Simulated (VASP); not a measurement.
Write the native input for VASP 6.6.1 that does the following.

```
Task                   : single point
Functional             : PBEsol
Potentials or basis    : VASP PAW PBE potentials, release 64 (Pd)
Cutoff                 : 520 eV
k mesh                 : 11 × 11 × 6
Occupations            : fermi-dirac, width 0.05 eV
Spin                   : no spin polarisation
Dipole correction      : no
Further INCAR settings : ALGO = Normal; EDIFF = 1e-06; NBANDS = 17
```

The structure of Pd lies in POSCAR:

```
Pd
1.0
    2.7649821671      0.0000000000      0.0000000000
   -1.3824910836      2.3945447978      0.0000000000
    0.0000000000      0.0000000000      4.5978256680
Pd
2
Direct
    0.3333333333      0.6666666667      0.2500000000
    0.6666666667      0.3333333333      0.7500000000
```

This cell differs from its parent crystal: volume scaled by 0.98.

One way to write it, as run:

INCAR

```
SYSTEM = Pd
PREC = Accurate ; ENCUT = 520
EDIFF = 1E-6 ; ISMEAR = -1
SIGMA = 0.05 ; LREAL = .FALSE.
LASPH = .TRUE. ; NELM = 80
ALGO = Normal ; ISIF = 2
LWAVE = .FALSE. ; LCHARG = .FALSE.
GGA = PS ; NBANDS = 17
```

KPOINTS

```
Automatic mesh
0
G
  11 11 6
  0 0 0
```

Potentials or basis: VASP PAW PBE potentials, release 64 (Pd).

Run with:

```sh
$ cat potpaw_PBE.64/Pd/POTCAR > POTCAR
$ mpirun -np 1 vasp_std > vasp.out
```

Results of the run:

The pressure is -7.6 GPa. The band gap on the k mesh is zero (band 10 reaches 9.25 eV, above the bottom of band 11 at 8.43 eV).

Caveat: the PAW data sets were made with another functional, which shifts forces and pressure a little.

It took 13 s on 1 thread of Intel(R) Xeon(R) Platinum 8488C (Sapphire Rapids), with other jobs on the host, peak memory 0.17 GiB.
